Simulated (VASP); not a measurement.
# Hg (P6_3/mmc) in VASP: a series of runs

Hg is run at these levels: revPBE+D4; tasks: single point.

Everything below comes from runs of VASP 6.6.1. Logs are shortened: lines on timing, memory, paths and dates and some standing lists are left out, and cuts for length are marked.

### Step 1. The cell of the first run

It takes space group P6_3/mmc (No. 194, hexagonal). Conventional cell: a = 3.391 Å, b = 3.391 Å, c = 5.376 Å, α = 90.00°, β = 90.00°, γ = 120.00°. Within 4.4 Å of Hg (site symmetry -6m2) lie 12 Hg at 3.33 to 3.39 Å.

### Step 2. Single point, revPBE+D4

File INCAR:

```
PREC     = Accurate       # precision mode
ENCUT    = 520            # plane-wave cutoff, eV
EDIFF    = 1E-7           # SCF threshold, eV
ISMEAR   = 1              # smearing method
SIGMA    = 0.1            # smearing width, eV
LREAL    = False          # projectors in reciprocal space
LASPH    = True           # aspherical terms in the spheres
NELM     = 100            # most SCF steps
ALGO     = Normal         # electronic algorithm
ISIF     = 2              # what is computed and relaxed
LWAVE    = False          # write WAVECAR
LCHARG   = False          # write CHGCAR
GGA      = RE             # functional
IVDW     = 13             # dispersion correction
NBANDS   = 19             # bands
```

File KPOINTS:

```
regular mesh
0
Gamma
  9 9 5
```

File POSCAR:

```
Hg
1.0
    3.3911406328      0.0000000000      0.0000000000
   -1.6955703164      2.9368139358      0.0000000000
    0.0000000000      0.0000000000      5.3755260660
Hg
2
Direct
    0.3333333333      0.6666666667      0.2500000000
    0.6666666667      0.3333333333      0.7500000000
```

Potentials or basis: VASP PAW PBE potentials, release 64 (Hg).

Launch:

```console
$ cat potpaw_PBE.64/Hg/POTCAR > POTCAR
$ mpirun -np 1 vasp_std > vasp.out
```

OUTCAR:

```text
PREC = Accurate
   ENCUT = 520
   EDIFF = 1E-7
   ISMEAR = 1
   LREAL = False
   LASPH = True
   NELM = 100
   ISIF = 2
   GGA = RE
   IVDW = 13

 ion  position               nearest neighbor table
   1  0.333  0.667  0.250-   2 3.33   2 3.33   2 3.33   2 3.33   2 3.33   2 3.33
   2  0.667  0.333  0.750-   1 3.33   1 3.33   1 3.33   1 3.33   1 3.33   1 3.33

  LATTYP: Found a hexagonal cell.
 ALAT       =     3.3911406328
 C/A-ratio  =     1.5851675433

  Lattice vectors:

 A1 = (   3.3911406328,   0.0000000000,   0.0000000000)
 A2 = (  -1.6955703164,   2.9368139358,   0.0000000000)
 A3 = (   0.0000000000,   0.0000000000,   5.3755260660)

Analysis of symmetry for initial positions (statically):
=====================================================================
 Subroutine PRICEL returns:
 Original cell was already a primitive cell.

 Routine SETGRP: Setting up the symmetry group for a
 hexagonal supercell.

 Subroutine GETGRP returns: Found 24 space group operations
 (whereof 12 operations were pure point group operations)
 out of a pool of 24 trial point group operations.

The static configuration has the point symmetry D_3d.
 The point group associated with its full space group is D_6h.

Analysis of symmetry for dynamics (positions and initial velocities):
=====================================================================
 Subroutine PRICEL returns:
 Original cell was already a primitive cell.

 Routine SETGRP: Setting up the symmetry group for a
 hexagonal supercell.

 Subroutine GETGRP returns: Found 24 space group operations
 (whereof 12 operations were pure point group operations)
 out of a pool of 24 trial point group operations.

The dynamic configuration has the point symmetry D_3d.
 The point group associated with its full space group is D_6h.

 Subroutine INISYM returns: Found 24 space group operations
 (whereof 12 operations are pure point group operations),
 and found     1 'primitive' translations

----------------------------------------------------------------------------------------

                                     Primitive cell

  volume of cell :      53.5357

  direct lattice vectors                    reciprocal lattice vectors
     3.391140633  0.000000000  0.000000000     0.294886030  0.170252529  0.000000000
    -1.695570316  2.936813936  0.000000000     0.000000000  0.340505058  0.000000000
     0.000000000  0.000000000  5.375526066     0.000000000  0.000000000  0.186028305

  length of vectors
     3.391140633  3.391140633  5.375526066     0.340505058  0.340505058  0.186028305

  position of ions in fractional coordinates (direct lattice)
     0.333333333  0.666666667  0.250000000
     0.666666667  0.333333333  0.750000000

  ion indices of the primitive-cell ions
   primitive index   ion index
                 1           1
                 2           2

----------------------------------------------------------------------------------------

 KPOINTS: regular mesh

Automatic generation of k-mesh.
 Grid dimensions read from file:
 generate k-points for:    9    9    5

 Generating k-lattice:

  Cartesian coordinates                     Fractional coordinates (reciprocal lattice)
     0.032765114  0.018916948  0.000000000     0.111111111  0.000000000  0.000000000
     0.000000000  0.037833895  0.000000000     0.000000000  0.111111111  0.000000000
     0.000000000  0.000000000  0.037205661     0.000000000  0.000000000  0.200000000

  Length of vectors
     0.037833895  0.037833895  0.037205661

  Shift w.r.t. Gamma in fractional coordinates (k-lattice)
     0.000000000  0.000000000  0.000000000

 Subroutine IBZKPT returns following result:
 ===========================================

 Found     36 irreducible k-points:

 Following reciprocal coordinates:
            Coordinates               Weight
  0.000000  0.000000  0.000000      1.000000
  0.111111  0.000000  0.000000      6.000000
  0.222222  0.000000  0.000000      6.000000
  0.333333  0.000000  0.000000      6.000000
  0.444444  0.000000  0.000000      6.000000
  0.111111  0.111111  0.000000      6.000000
[... 16 lines left out ...]
  0.333333  0.222222  0.200000     24.000000
  0.333333  0.333333  0.200000      4.000000
 [... further k-points ...]
   k-points           NKPTS =     36   k-points in BZ     NKDIM =     36   number of bands    NBANDS=     19
   number of dos      NEDOS =    301   number of ions     NIONS =      2
   total plane-waves  NPLWV =  31360
   dimension x,y,z NGX =    28 NGY =   28 NGZ =   40
   dimension x,y,z NGXF=    56 NGYF=   56 NGZF=   80
   ions per type =               2
   NGX,Y,Z   is equivalent  to a cutoff of  13.73, 13.73, 12.37 a.u.
   NGXF,Y,Z  is equivalent  to a cutoff of  27.45, 27.45, 24.74 a.u.
 SYSTEM =  unknown system
   PREC   = accura    normal or accurate (medium, high low for compatibility)
   ISTART =      0    job   : 0-new  1-cont  2-samecut
   ICHARG =      2    charge: 1-file 2-atom 10-const
[... 23 lines left out ...]
   IALGO  =     38    algorithm
   IMIX   =      4    mixing-type and parameters
     AMIX     =   0.40;   BMIX     =  1.00
     AMIX_MAG =   1.60;   BMIX_MAG =  1.00
  volume/ion in A,a.u.               =      26.77       180.64
  Fermi-wavevector in a.u.,A,eV,Ry     =   1.252942  2.367716 21.359280  1.569863
  Thomas-Fermi vector in A             =   2.386818
   LORBIT       =      0    0 simple, 1 ext, 2 COOP (PROOUT), +10 PAW based schemes
   GGA     = RE    functional components
   LHFCALC =     F    Hartree Fock is set to
   AEXX    =    0.0000 exact exchange contribution
   IVDW    =    13    specifies the selected vdW correction
   LEPSILON=     F    determine dielectric tensor
   LRPA    =     F    only Hartree local field effects (RPA)
 non-spin polarized calculation
 Methfessel and Paxton  Order N= 1 SIGMA  =   0.10
  energy-cutoff  :      520.00
  volume of cell :       53.54
 maximum number of plane-waves:      1459
 NGX is ok and might be reduce to    28
   NGX = 13   NGY = 13   NGZ = 19

 number of electron      24.0000002 magnetization

 Free energy of the ion-electron system (eV)
  ---------------------------------------------------
  ext. energy  EPLUGINS =         0.00000000
  ---------------------------------------------------
  free energy    TOTEN  =         0.39264448 eV

  energy without entropy =        0.39187898  energy(sigma->0) =        0.39238931

 E-fermi :   1.5753     XC(G=0): -10.0543

 val. band max:        1.5117690917   @ k =   0.3333   0.1111   0.0000
 cond. band min:       1.6840636738   @ k =   0.4444   0.1111   0.4000
 fundamental gap:      0.1722945821
 Fermi energy:         1.5752816531

 k-point     1 :       0.0000    0.0000    0.0000
  band No.  band energies     occupation
      1      -6.1236      2.00000
      2      -5.4173      2.00000
      3      -4.6726      2.00000
      4      -4.6726      2.00000
      5      -4.6693      2.00000
      6      -4.5610      2.00000
[... 11 lines left out ...]
     18      15.3461      0.00000
     19      15.6620      0.00000

 k-point     2 :       0.1111    0.0000    0.0000
  band No.  band energies     occupation
      1      -5.8875      2.00000
      2      -5.3155      2.00000
      3      -4.7709      2.00000
      4      -4.5877      2.00000
      5      -4.5854      2.00000
      6      -4.5373      2.00000
[... 11 lines left out ...]
     18      16.0365      0.00000
     19      16.2641      0.00000

 k-point     3 :       0.2222    0.0000    0.0000
  band No.  band energies     occupation
      1      -5.3569      2.00000
      2      -5.1918      2.00000
      3      -4.7254      2.00000
      4      -4.7237      2.00000
      5      -4.6097      2.00000
      6      -4.5696      2.00000
[... 11 lines left out ...]
     18      13.9244      0.00000
     19      15.4615      0.00000

 k-point     4 :       0.3333    0.0000    0.0000
  band No.  band energies     occupation
      1      -5.2807      2.00000
      2      -5.1730      2.00000
      3      -4.9804      2.00000
      4      -4.7107      2.00000
      5      -4.5107      2.00000
      6      -4.3673      2.00000
[... 407 lines left out ...]
     18      12.4501      0.00000
     19      13.8224      0.00000

 k-point    23 :       0.3333    0.2222    0.2000
  band No.  band energies     occupation
      1      -5.1876      2.00000
      2      -5.0312      2.00000
      3      -4.9238      2.00000
      4      -4.7835      2.00000
      5      -4.6282      2.00000
      6      -4.3430      2.00000
[... 11 lines left out ...]
     18      10.7839      0.00000
     19      13.1070      0.00000

 k-point    24 :       0.3333    0.3333    0.2000
  band No.  band energies     occupation
      1      -5.1214      2.00000
      2      -4.9790      2.00000
      3      -4.9790      2.00000
      4      -4.6002      2.00000
      5      -4.5613      2.00000
      6      -4.5613      2.00000
[... 11 lines left out ...]
     18       9.8940      0.00000
     19      12.1838      0.00000

 [... further k-points ...]

------------------------ aborting loop because EDIFF is reached ----------------------------------------

  DFT-D4 for vdW energy calculation

  Edisp (eV):   -1.30303

  FORCE on cell =-STRESS in cart. coord.  units (eV):
  Direction    XX          YY          ZZ          XY          YZ          ZX
  --------------------------------------------------------------------------------------
  -------------------------------------------------------------------------------------
  Total      -0.02891    -0.02891     0.22286     0.00000     0.00000     0.00000
  in kB      -0.86534    -0.86534     6.66963     0.00000     0.00000     0.00000
  external pressure =        1.65 kB  Pullay stress =        0.00 kB

 VOLUME and BASIS-vectors are now :
 -----------------------------------------------------------------------------
  energy-cutoff  :      520.00
  volume of cell :       53.54
      direct lattice vectors                 reciprocal lattice vectors
     3.391140633  0.000000000  0.000000000     0.294886030  0.170252529  0.000000000
    -1.695570316  2.936813936  0.000000000     0.000000000  0.340505058  0.000000000
     0.000000000  0.000000000  5.375526066     0.000000000  0.000000000  0.186028305

 POSITION                                       TOTAL-FORCE (eV/Angst)
 -----------------------------------------------------------------------------------
     -0.00000      1.95788      1.34388         0.000000      0.000000      0.000000
      1.69557      0.97894      4.03164        -0.000000     -0.000000      0.000000
 -----------------------------------------------------------------------------------
    total drift:                                0.000000     -0.000000      0.000000

  FREE ENERGIE OF THE ION-ELECTRON SYSTEM (eV)
  ---------------------------------------------------
  free  energy   TOTEN  =        -0.9103857657 eV

  energy  without entropy=       -0.9111512609  energy(sigma->0) =       -0.91064093
```

It took 31 s on 1 thread of Intel Xeon 6975P-C, shared host; peak memory 0.19 GiB.

Results:

- Free energy: -0.9104 eV
- Pressure: 0.2 GPa
- Band gap on the k mesh: zero (band 12 reaches 1.69 eV, above the bottom of band 13 at 1.01 eV)
- Dispersion energy per atom: -0.652 eV

Levels at points of the mesh, in eV from the Fermi level:
| k point | band 8 | band 9 | band 10 | band 11 | band 12 | band 13 | band 14 | band 15 | band 16 | band 17 |
| --- | --- | --- | --- | --- | --- | --- | --- | --- | --- | --- |
| (0.00, 0.00, 0.00) | -6.04 | -6.04 | -5.46 | -5.46 | -1.19 | -0.56 | 11.50 | 11.50 | 12.91 | 13.77 |

Caveat: the PAW data sets were made with another functional, which shifts forces and pressure a little; spin-orbit coupling is left out, which moves the levels of the heavy elements; pairwise dispersion overbinds metals, which lowers pressure and volume.

### Step 3. Single point, revPBE+D4

This run uses another cell than the first one, of 27.34 Å³/atom, 1.021 times its volume.

File INCAR:

```
SYSTEM = Hg
PREC = Accurate ; ENCUT = 520
EDIFF = 1E-7 ; ISMEAR = 1
SIGMA = 0.1 ; LREAL = .FALSE.
LASPH = .TRUE. ; NELM = 80
ALGO = Normal ; ISIF = 2
LWAVE = .FALSE. ; LCHARG = .TRUE.
GGA = RE ; IVDW = 13
LELF = .TRUE. ; LVHAR = .TRUE.
NBANDS = 19
```

File KPOINTS:

```
regular mesh
0
G
  9 9 5
  0 0 0
```

File POSCAR:

```
Hg
1.0
    3.4150226917      0.0000000000      0.0000000000
   -1.7075113459      2.9574964055      0.0000000000
    0.0000000000      0.0000000000      5.4133831306
Hg
2
Direct
    0.3333333333      0.6666666667      0.2500000000
    0.6666666667      0.3333333333      0.7500000000
```

Potentials or basis: VASP PAW PBE potentials, release 64 (Hg).

Launch:

```console
$ cat potpaw_PBE.64/Hg/POTCAR > POTCAR
$ mpirun -np 1 vasp_std > vasp.out
```

Run time: 30 s. Hardware: 1 thread of Intel Xeon 6975P-C, shared host; peak memory 0.19 GiB.

The run converged. Its results:

- Free energy: -0.9110 eV
- Pressure: -0.1 GPa
- Band gap on the k mesh: zero (band 12 reaches 1.50 eV, above the bottom of band 13 at 0.95 eV)
- Dispersion energy per atom: -0.639 eV

Stress tensor (GPa, compression positive):
```
-0.33  0.00  0.00
 0.00 -0.33  0.00
 0.00  0.00  0.23
```

Levels at points of the mesh, in eV from the Fermi level:
```tsv
k point	band 10	band 11	band 12	band 13	band 14	band 15
(0.00, 0.00, 0.00)	-5.41	-5.41	-1.20	-0.45	11.37	11.37
```

Caveat: the PAW data sets were made with another functional, which shifts forces and pressure a little; spin-orbit coupling is left out, which moves the levels of the heavy elements; pairwise dispersion overbinds metals, which lowers pressure and volume.

### Step 4. Single point, revPBE+D4

This run uses another cell than the first one, of 27.91 Å³/atom, 1.043 times its volume.

File INCAR:

```
PREC = Accurate
ENCUT = 520
EDIFF = 1E-6
ISMEAR = 1
SIGMA = 0.1
LREAL = F
LASPH = T
NELM = 60
ALGO = Fast
ISIF = 2
LWAVE = F
LCHARG = F
GGA = RE
IVDW = 13
NBANDS = 19
```

File KPOINTS:

```
regular mesh
0
Gamma
  9 9 5
```

File POSCAR:

```
Hg
1.0
    3.4385753166      0.0000000000      0.0000000000
   -1.7192876583      2.9778935770      0.0000000000
    0.0000000000      0.0000000000      5.4507179872
Hg
2
Direct
    0.3333333333      0.6666666667      0.2500000000
    0.6666666667      0.3333333333      0.7500000000
```

Launch:

```console
$ cat potpaw_PBE.64/Hg/POTCAR > POTCAR
$ mpirun -np 1 vasp_std > vasp.out
```

Run time: 33 s. Hardware: 1 thread of Intel Xeon 6975P-C, shared host; peak memory 0.19 GiB.

The run converged. Its results:

```
Free energy                : -0.9101 eV
Pressure                   : -0.2 GPa
Band gap on the k mesh     : zero (band 12 reaches 1.31 eV, above the bottom of band 13 at 0.90 eV)
Dispersion energy per atom : -0.627 eV
```

Stress tensor (GPa, compression positive):
```
-0.35  0.00  0.00
 0.00 -0.35  0.00
 0.00  0.00 -0.01
```

Levels at points of the mesh, in eV from the Fermi level:
| k point | band 10 | band 11 | band 12 | band 13 | band 14 | band 15 |
| --- | --- | --- | --- | --- | --- | --- |
| (0.00, 0.00, 0.00) | -5.40 | -5.40 | -1.25 | -0.38 | 11.20 | 11.20 |

Caveat: the PAW data sets were made with another functional, which shifts forces and pressure a little; spin-orbit coupling is left out, which moves the levels of the heavy elements; pairwise dispersion overbinds metals, which lowers pressure and volume.

### Step 5. Single point, revPBE+D4

This run uses another cell than the first one, of 28.48 Å³/atom, 1.064 times its volume.

File INCAR:

```
ALGO     = Normal         # electronic algorithm
EDIFF    = 1E-6           # SCF threshold, eV
ENCUT    = 520            # plane-wave cutoff, eV
GGA      = RE             # functional
ISIF     = 2              # what is computed and relaxed
ISMEAR   = 1              # smearing method
IVDW     = 13             # dispersion correction
LASPH    = True           # aspherical terms in the spheres
LCHARG   = False          # write CHGCAR
LREAL    = False          # projectors in reciprocal space
LWAVE    = False          # write WAVECAR
NBANDS   = 19             # bands
NELM     = 60             # most SCF steps
PREC     = Accurate       # precision mode
SIGMA    = 0.1            # smearing width, eV
```

File KPOINTS:

```
k-points
0
Gamma
  9 9 5
```

File POSCAR:

```
Hg
1.0
    3.4618096384      0.0000000000      0.0000000000
   -1.7309048192      2.9980150899      0.0000000000
    0.0000000000      0.0000000000      5.4875482800
Hg
2
Direct
    0.3333333333      0.6666666667      0.2500000000
    0.6666666667      0.3333333333      0.7500000000
```

Launch:

```console
$ cat potpaw_PBE.64/Hg/POTCAR > POTCAR
$ mpirun -np 1 vasp_std > vasp.out
```

It took 30 s on 1 thread of Intel Xeon 6975P-C, shared host; peak memory 0.19 GiB.

Results (log left out):

- Free energy: -0.9087 eV
- Pressure: -0.3 GPa
- Band gap on the k mesh: zero (band 12 reaches 1.13 eV, above the bottom of band 13 at 0.85 eV)
- Dispersion energy per atom: -0.616 eV

Stress tensor (GPa, compression positive):
```
-0.40  0.00  0.00
 0.00 -0.40  0.00
 0.00  0.00 -0.19
```

Levels at points of the mesh, in eV from the Fermi level:
```tsv
k point	band 9	band 10	band 11	band 12	band 13	band 14	band 15	band 16
(0.00, 0.00, 0.00)	-5.90	-5.39	-5.39	-1.29	-0.31	11.04	11.04	12.77
```

Caveat: the PAW data sets were made with another functional, which shifts forces and pressure a little; spin-orbit coupling is left out, which moves the levels of the heavy elements; pairwise dispersion overbinds metals, which lowers pressure and volume.

### Step 6. Single point, revPBE+D4

This run uses another cell than the first one, of 29.05 Å³/atom, 1.085 times its volume.

File INCAR:

```
ALGO = Normal
EDIFF = 1E-6
ENCUT = 520
GGA = RE
ISIF = 2
ISMEAR = 1
IVDW = 13
LASPH = True
LCHARG = False
LREAL = False
LWAVE = False
NBANDS = 19
NELM = 100
PREC = Accurate
SIGMA = 0.1
```

KPOINTS is that of step 5.

File POSCAR:

```
Hg
1.0
    3.4847361982      0.0000000000      0.0000000000
   -1.7423680991      3.0178700731      0.0000000000
    0.0000000000      0.0000000000      5.5238907185
Hg
2
Direct
    0.3333333333      0.6666666667      0.2500000000
    0.6666666667      0.3333333333      0.7500000000
```

Potentials or basis: VASP PAW PBE potentials, release 64 (Hg).

Launch:

```console
$ cat potpaw_PBE.64/Hg/POTCAR > POTCAR
$ mpirun -np 1 vasp_std > vasp.out
```

Wall time 29 s (1 thread of Intel Xeon 6975P-C, shared host); peak memory 0.19 GiB.

The run converged. Its results:

* Free energy: -0.9065 eV
* Pressure: -0.5 GPa
* Band gap on the k mesh: zero (band 12 reaches 0.95 eV, above the bottom of band 13 at 0.79 eV)
* Dispersion energy per atom: -0.605 eV

Stress tensor (GPa, compression positive):
```
-0.56  0.00  0.00
 0.00 -0.56  0.00
 0.00  0.00 -0.41
```

Levels at points of the mesh, in eV from the Fermi level:
```
           k point  band 10  band 11  band 12  band 13  band 14  band 15
(0.00, 0.00, 0.00)    -5.34    -5.34    -1.29    -0.20    10.93    10.93
```

Caveat: the PAW data sets were made with another functional, which shifts forces and pressure a little; spin-orbit coupling is left out, which moves the levels of the heavy elements; pairwise dispersion overbinds metals, which lowers pressure and volume.

### Step 7. Summary

| cell | gap on the mesh (eV) | pressure (GPa) |
| --- | --- | --- |
| a = 3.391, b = 3.391, c = 5.376 Å, angles 90.0, 90.0, 120.0°, 2 atoms | none | 0.2 |
| a = 3.415, b = 3.415, c = 5.413 Å, angles 90.0, 90.0, 120.0°, 2 atoms | none | -0.1 |
| a = 3.439, b = 3.439, c = 5.451 Å, angles 90.0, 90.0, 120.0°, 2 atoms | none | -0.2 |
| a = 3.462, b = 3.462, c = 5.488 Å, angles 90.0, 90.0, 120.0°, 2 atoms | none | -0.3 |
| a = 3.485, b = 3.485, c = 5.524 Å, angles 90.0, 90.0, 120.0°, 2 atoms | none | -0.5 |

Alike in all rows: task single point; level revPBE+D4; potentials or basis VASP PAW PBE potentials, release 64 (Hg); no spin polarisation; k mesh 9 × 9 × 5; cutoff (eV) 520; smearing methfessel-paxton 0.1 eV.

Caveats: the PAW data sets were made with another functional, which shifts forces and pressure a little; spin-orbit coupling is left out, which moves the levels of the heavy elements; pairwise dispersion overbinds metals, which lowers pressure and volume.

Absolute energies hang on the potentials; compare differences alone.
